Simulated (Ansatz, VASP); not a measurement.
**MgZr2O2 in VASP and in Ansatz**

Contents of INCAR:

```
PREC     = Accurate       # precision mode
ENCUT    = 520            # plane-wave cutoff, eV
EDIFF    = 1E-6           # SCF threshold, eV
ISMEAR   = 0              # smearing method
SIGMA    = 0.1            # smearing width, eV
LREAL    = False          # projectors in reciprocal space
LASPH    = True           # aspherical terms in the spheres
NELM     = 80             # most SCF steps
ALGO     = Normal         # electronic algorithm
ISIF     = 2              # what is computed and relaxed
LWAVE    = False          # write WAVECAR
LCHARG   = False          # write CHGCAR
GGA      = PE             # functional
NBANDS   = 27             # bands
```

The input KPOINTS:

```
Automatic mesh
0
Gamma
  4 4 6
```

File POSCAR:

```
MgZr2O2
1.0
    4.3458463900      0.0000000000      0.0000000000
    0.0000000000      4.3458463900      0.0000000000
    0.0000000000      0.0000000000      3.7077133100
Mg Zr O
1 2 2
Direct
    0.5000000000      0.5000000000      0.0560400700
    0.5000000000      0.0000000000      0.6948171100
    0.0000000000      0.5000000000      0.6948171100
    0.5000000000      0.0000000000      0.1686621400
    0.0000000000      0.5000000000      0.1686621400
```

Input for Ansatz:

```yaml
crystal:
  lattice:
    - [4.34584639, 0.0, 0.0]
    - [0.0, 4.34584639, 0.0]
    - [0.0, 0.0, 3.70771331]
  atoms:
    - { symbol: Mg, position: [0.5, 0.5, 0.05604007] }
    - { symbol: Zr, position: [0.5, 0.0, 0.69481711] }
    - { symbol: Zr, position: [0.0, 0.5, 0.69481711] }
    - { symbol: O, position: [0.5, 0.0, 0.16866214] }
    - { symbol: O, position: [0.0, 0.5, 0.16866214] }
basis:
  ecutwfc: 420
kpoints:
  mp_grid: { grid: [4, 4, 6] }
hamiltonian:
  xc: pbe
scf:
  occupations: { method: gaussian, width: 0.1 }
  lower_state_search: "off"
output:
  forces: true
  stress: true
  eigenvalues: true
```

Alike in both runs: task single point; functional PBE; k mesh 4 × 4 × 6; occupations gaussian, width 0.1 eV; no spin polarisation.

|  | VASP | Ansatz |
| --- | --- | --- |
| version | VASP 6.6.1 | Ansatz 0.2.0 |
| potentials or method | VASP PAW PBE potentials, release 64 (Mg, Zr_sv, O), cutoff 520 eV | scalar-relativistic, plane waves, PAW |
| valence electrons in the cell | 38 | 46 |

```csv
,VASP,Ansatz,Ansatz less VASP
gap on the k mesh at the Fermi level (eV),none,none,-
rms of the force components (eV/Å),3.148,3.054,-0.0936
```

Atom by atom the forces differ by 0.101 eV/Å (rms over components). A gap of «none» marks a metal or a gap that the smearing closes. VASP's potentials hold 38 valence electrons a cell and Ansatz's 46, so a difference there can come from the potentials and not from the codes.

The k mesh is coarse, so the values compare programs but aren't converged.
